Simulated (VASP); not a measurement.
# Sn in VASP: further runs

The runs below take Sn through single point, with PBEsol+D3(BJ), LDA, PBEsol.

All numbers are computed with VASP 6.6.1; they aren't measurements. Logs are shortened: lines on timing, memory, paths and dates and some standing lists are left out, and cuts for length are marked.

### 1 The cell of the first run

The typed cell holds 1 atom: a = 3.274 Å, b = 3.274 Å, c = 3.274 Å, α = 118.35°, β = 118.35°, γ = 92.89°.

### 2 Single point, PBEsol+D3(BJ)

File INCAR:

```
SYSTEM = Sn
PREC = Accurate
ENCUT = 520
EDIFF = 1E-6
ISMEAR = 1
SIGMA = 0.1
LREAL = .FALSE.
LASPH = .TRUE.
NELM = 80
ALGO = Normal
ISIF = 2
LWAVE = .FALSE.
LCHARG = .FALSE.
GGA = PS
IVDW = 12
NBANDS = 13
```

File KPOINTS:

```
regular mesh
0
G
  11 11 11
  0 0 0
```

File POSCAR:

```
Sn
1.0
    3.2740448237      0.0116998152     -0.0332741074
   -0.1761773902      3.2693222389      0.0332743888
   -1.5248456211     -1.6632546702      2.3725604931
Sn
1
Direct
    0.0000000000      0.0000000000      0.0000000000
```

Potentials or basis: VASP PAW PBE potentials, release 64 (Sn_d).

Launch:

```
> cat potpaw_PBE.64/Sn_d/POTCAR > POTCAR
> mpirun -np 1 vasp_std > vasp.out
```

OUTCAR:

```text
SYSTEM = Sn
   PREC = Accurate
   ENCUT = 520
   EDIFF = 1E-6
   ISMEAR = 1
   LREAL = .FALSE.
   LASPH = .TRUE.
   NELM = 80
   ISIF = 2
   GGA = PS
   IVDW = 12
 IVDW          = 12

 ion  position               nearest neighbor table
   1  0.000  0.000  0.000-

  LATTYP: Found a body centered orthorhombic cell.
 ALAT       =     3.3555315650
 B/A-ratio  =     1.0000613554
 C/A-ratio  =     1.3447690258

  Lattice vectors:

 A1 = (  -3.2740448237,  -0.0116998152,   0.0332741074)
 A2 = (   0.1761773902,  -3.2693222389,  -0.0332743888)
 A3 = (   1.5730218124,   1.6177673839,   2.3725607745)

Analysis of symmetry for initial positions (statically):
=====================================================================
 Subroutine PRICEL returns:
 Original cell was already a primitive cell.

 Routine SETGRP: Setting up the symmetry group for a
 body centered orthorhombic supercell.

 Subroutine GETGRP returns: Found  8 space group operations
 (whereof  8 operations were pure point group operations)
 out of a pool of  8 trial point group operations.

The static configuration has the point symmetry D_2h.

Analysis of symmetry for dynamics (positions and initial velocities):
=====================================================================
 Subroutine PRICEL returns:
 Original cell was already a primitive cell.

 Routine SETGRP: Setting up the symmetry group for a
 body centered orthorhombic supercell.

 Subroutine GETGRP returns: Found  8 space group operations
 (whereof  8 operations were pure point group operations)
 out of a pool of  8 trial point group operations.

The dynamic configuration has the point symmetry D_2h.

 Subroutine INISYM returns: Found  8 space group operations
 (whereof  8 operations are pure point group operations),
 and found     1 'primitive' translations

----------------------------------------------------------------------------------------

                                     Primitive cell

  volume of cell :      25.4055

  direct lattice vectors                    reciprocal lattice vectors
     3.274044824  0.011699815 -0.033274107     0.307492394  0.014455638  0.207759440
    -0.176177390  3.269322239  0.033274389     0.001085779  0.303757891  0.213643605
    -1.524845621 -1.663254670  2.372560493     0.004297217 -0.004057372  0.421403017

  length of vectors
     3.274234805  3.274234805  3.274234805     0.371381910  0.371367238  0.421444458

  position of ions in fractional coordinates (direct lattice)
     0.000000000  0.000000000  0.000000000

  ion indices of the primitive-cell ions
   primitive index   ion index
                 1           1

----------------------------------------------------------------------------------------

 KPOINTS: regular mesh

Automatic generation of k-mesh.
 Grid dimensions read from file:
 generate k-points for:   11   11   11

 Generating k-lattice:

  Cartesian coordinates                     Fractional coordinates (reciprocal lattice)
     0.027953854  0.001314149  0.018887222     0.090909091 -0.000000000  0.000000000
     0.000098707  0.027614354  0.019422146    -0.000000000  0.090909091  0.000000000
     0.000390656 -0.000368852  0.038309365     0.000000000 -0.000000000  0.090909091

  Length of vectors
     0.033761992  0.033760658  0.038313133

  Shift w.r.t. Gamma in fractional coordinates (k-lattice)
     0.000000000  0.000000000  0.000000000

 Subroutine IBZKPT returns following result:
 ===========================================

 Found    216 irreducible k-points:

 Following reciprocal coordinates:
            Coordinates               Weight
  0.000000  0.000000  0.000000      1.000000
  0.090909  0.000000  0.000000      4.000000
  0.181818  0.000000  0.000000      4.000000
  0.272727  0.000000  0.000000      4.000000
  0.363636 -0.000000  0.000000      4.000000
  0.454545  0.000000  0.000000      4.000000
[... 16 lines left out ...]
  0.454545  0.181818  0.000000      8.000000
 -0.454545  0.181818  0.000000      8.000000
 [... further k-points ...]
   k-points           NKPTS =    216   k-points in BZ     NKDIM =    216   number of bands    NBANDS=     13
   number of dos      NEDOS =    301   number of ions     NIONS =      1
   total plane-waves  NPLWV =  13824
   dimension x,y,z NGX =    24 NGY =   24 NGZ =   24
   dimension x,y,z NGXF=    48 NGYF=   48 NGZF=   48
   ions per type =               1
   NGX,Y,Z   is equivalent  to a cutoff of  12.19, 12.19, 12.19 a.u.
   NGXF,Y,Z  is equivalent  to a cutoff of  24.37, 24.37, 24.37 a.u.
 SYSTEM =  Sn
   PREC   = accura    normal or accurate (medium, high low for compatibility)
   ISTART =      0    job   : 0-new  1-cont  2-samecut
   ICHARG =      2    charge: 1-file 2-atom 10-const
   ISPIN  =      1    spin polarized calculation?
   LNONCOLLINEAR =      F non collinear calculations
   LSORBIT =      F    spin-orbit coupling
   LASPH  =      T    aspherical Exc in radial PAW
   ENCUT  =  520.0 eV  38.22 Ry    6.18 a.u.   6.09  6.09  6.09*2*pi/ulx,y,z
   NELM   =     80;   NELMIN=  2; NELMDL= -5     # of ELM steps
   EDIFF  = 0.1E-05   stopping-criterion for ELM
   LREAL  =      F    real-space projection
   EDIFFG = 0.1E-04   stopping-criterion for IOM
   NSW    =      0    number of steps for IOM
   IBRION =     -1    ionic relax: 0-MD 1-quasi-New 2-CG
   NFREE  =      0    steps in history (QN), initial steepest desc. (CG)
   ISIF   =      2    stress and relaxation
   ISYM   =      2    0-nonsym 1-usesym 2-fastsym
   POTIM  = 0.5000    time-step for ionic-motion
   TEBEG  =    0.0;   TEEND  =   0.0 temperature during run
   PSTRESS=    0.0 pullay stress
   NELECT =      14.0000    total number of electrons
   NUPDOWN=      -1.0000    fix difference up-down
   EMIN   =  10.00;   EMAX   =-10.00  energy-range for DOS
   EFERMI =   0.00;   METHOD = LEGACY
   ISMEAR =     1;   SIGMA  =   0.10  broadening in eV -4-tet -1-fermi 0-gaus
   EFERMI_NEDOS =   21; number of points for ismear=-14 and -15
   IALGO  =     38    algorithm
   IMIX   =      4    mixing-type and parameters
     AMIX     =   0.40;   BMIX     =  1.00
     AMIX_MAG =   1.60;   BMIX_MAG =  1.00
  volume/ion in A,a.u.               =      25.41       171.45
  Fermi-wavevector in a.u.,A,eV,Ry     =   1.342172  2.536337 24.509872  1.801425
  Thomas-Fermi vector in A             =   2.470347
   LORBIT       =      0    0 simple, 1 ext, 2 COOP (PROOUT), +10 PAW based schemes
   GGA     = PS    functional components
   LHFCALC =     F    Hartree Fock is set to
   AEXX    =    0.0000 exact exchange contribution
   IVDW    =    12    specifies the selected vdW correction
   LEPSILON=     F    determine dielectric tensor
   LRPA    =     F    only Hartree local field effects (RPA)
 non-spin polarized calculation
 Methfessel and Paxton  Order N= 1 SIGMA  =   0.10
  energy-cutoff  :      520.00
  volume of cell :       25.41
 maximum number of plane-waves:       698
   NGX = 13   NGY = 13   NGZ = 13

 number of electron      14.0000006 magnetization

 Free energy of the ion-electron system (eV)
  ---------------------------------------------------
  ext. energy  EPLUGINS =         0.00000000
  ---------------------------------------------------
  free energy    TOTEN  =        -4.22894524 eV

  energy without entropy =       -4.22866004  energy(sigma->0) =       -4.22885017

 E-fermi :   8.7937     XC(G=0): -10.8214

 val. band max:        8.7923347480   @ k =   0.4545   0.2727   0.0909
 cond. band min:       8.8315878582   @ k =  -0.3636   0.4545   0.0909
 fundamental gap:      0.0392531102
 Fermi energy:         8.7936770556

 k-point     1 :       0.0000    0.0000    0.0000
  band No.  band energies     occupation
      1     -12.6704      2.00000
      2     -12.6703      2.00000
      3     -12.6315      2.00000
      4     -12.5820      2.00000
      5     -12.5392      2.00000
      6      -2.8374      2.00000
      7      17.0101      0.00000
      8      17.1259      0.00000
      9      17.1274      0.00000
     10      19.5433      0.00000
     11      21.0666      0.00000
     12      21.0682      0.00000
     13      21.2699      0.00000

 k-point     2 :       0.0909    0.0000    0.0000
  band No.  band energies     occupation
      1     -12.6663      2.00000
      2     -12.6618      2.00000
      3     -12.6274      2.00000
      4     -12.5805      2.00000
      5     -12.5409      2.00000
      6      -2.6569      2.00000
      7      15.2268      0.00000
      8      16.7660      0.00000
      9      16.8224      0.00000
     10      19.0433      0.00000
     11      21.5962      0.00000
     12      21.6448      0.00000
     13      22.8477      0.00000

 k-point     3 :       0.1818    0.0000    0.0000
  band No.  band energies     occupation
      1     -12.6604      2.00000
      2     -12.6491      2.00000
      3     -12.6176      2.00000
      4     -12.5663      2.00000
      5     -12.5397      2.00000
      6      -2.1137      2.00000
      7      12.1565      0.00000
      8      16.0527      0.00000
      9      16.3449      0.00000
     10      18.8203      0.00000
     11      21.6489      0.00000
     12      21.8017      0.00000
     13      22.9332      0.00000

 k-point     4 :       0.2727    0.0000    0.0000
  band No.  band energies     occupation
      1     -12.6587      2.00000
      2     -12.6509      2.00000
      3     -12.6159      2.00000
      4     -12.5285      2.00000
      5     -12.5222      2.00000
      6      -1.2068      2.00000
      7       9.1752     -0.00000
      8      15.3672      0.00000
      9      15.8882      0.00000
     10      18.7375      0.00000
     11      20.5898      0.00000
     12      20.7180      0.00000
     13      22.4517      0.00000

 k-point     5 :       0.3636   -0.0000    0.0000
  band No.  band energies     occupation
      1     -12.6604      2.00000
      2     -12.6601      2.00000
      3     -12.6235      2.00000
      4     -12.4947      2.00000
      5     -12.4858      2.00000
      6       0.0480      2.00000
      7       6.4937      2.00000
      8      14.8563      0.00000
      9      15.5602      0.00000
     10      18.7866      0.00000
     11      19.8216      0.00000
     12      19.8831      0.00000
     13      21.4360      0.00000
[... 257 lines left out ...]
 k-point    22 :       0.3636    0.1818    0.0000
  band No.  band energies     occupation
      1     -12.6687      2.00000
      2     -12.6243      2.00000
      3     -12.5923      2.00000
      4     -12.5028      2.00000
      5     -12.4905      2.00000
      6       1.6900      2.00000
      7       5.4986      2.00000
      8      10.4051     -0.00000
      9      14.3441      0.00000
     10      17.4287      0.00000
     11      21.4124      0.00000
     12      22.8716      0.00000
     13      25.3848      0.00000

 k-point    23 :       0.4545    0.1818    0.0000
  band No.  band energies     occupation
      1     -12.6804      2.00000
      2     -12.6210      2.00000
      3     -12.5906      2.00000
      4     -12.5098      2.00000
      5     -12.4683      2.00000
      6       2.3926      2.00000
      7       4.5824      2.00000
      8      10.8076      0.00000
      9      13.6511      0.00000
     10      16.7900      0.00000
     11      21.7987      0.00000
     12      23.4874      0.00000
     13      24.7815      0.00000

 k-point    24 :      -0.4545    0.1818    0.0000
  band No.  band energies     occupation
      1     -12.6890      2.00000
      2     -12.6279      2.00000
      3     -12.5829      2.00000
      4     -12.5235      2.00000
      5     -12.4644      2.00000
      6       1.0812      2.00000
      7       6.3724      2.00000
      8      11.5539      0.00000
      9      13.2939      0.00000
     10      16.4780      0.00000
     11      22.0259      0.00000
     12      22.9334      0.00000
     13      24.6892      0.00000

 [... further k-points ...]

------------------------ aborting loop because EDIFF is reached ----------------------------------------

 Edisp (eV)   -0.41792

 E8    (eV) :    -0.2948

  FORCE on cell =-STRESS in cart. coord.  units (eV):
  Direction    XX          YY          ZZ          XY          YZ          ZX
  --------------------------------------------------------------------------------------
  -------------------------------------------------------------------------------------
  Total      -0.00584    -0.00535    -0.00990     0.00428    -0.00026     0.00028
  in kB      -0.36814    -0.33713    -0.62428     0.26985    -0.01660     0.01759
  external pressure =       -0.44 kB  Pullay stress =        0.00 kB

 VOLUME and BASIS-vectors are now :
 -----------------------------------------------------------------------------
  energy-cutoff  :      520.00
  volume of cell :       25.41
      direct lattice vectors                 reciprocal lattice vectors
     3.274044824  0.011699815 -0.033274107     0.307492394  0.014455638  0.207759440
    -0.176177390  3.269322239  0.033274389     0.001085779  0.303757891  0.213643605
    -1.524845621 -1.663254670  2.372560493     0.004297217 -0.004057372  0.421403017

 POSITION                                       TOTAL-FORCE (eV/Angst)
 -----------------------------------------------------------------------------------
      0.00000      0.00000      0.00000        -0.000000      0.000000      0.000000
 -----------------------------------------------------------------------------------
    total drift:                                0.000000     -0.000000      0.000000

  FREE ENERGIE OF THE ION-ELECTRON SYSTEM (eV)
  ---------------------------------------------------
  free  energy   TOTEN  =        -4.6468639349 eV

  energy  without entropy=       -4.6465787306  energy(sigma->0) =       -4.64676887
```

Wall time 14 s (1 thread of Intel Xeon 6975P-C (Granite Rapids), shared host); peak memory 0.19 GiB.

Results:

| Item | Value |
| --- | --- |
| Free energy | -4.6469 eV |
| Pressure | 0.0 GPa |
| Band gap on the k mesh | zero (band 7 reaches 17.01 eV, above the bottom of band 8 at 6.73 eV) |
| Dispersion energy per atom | -0.418 eV |

Caveat: the PAW data sets were made with another functional, which shifts forces and pressure a little; spin-orbit coupling is left out, which moves the levels of the heavy elements; pairwise dispersion overbinds metals, which lowers pressure and volume.

(Continued in part 2 of 2.)
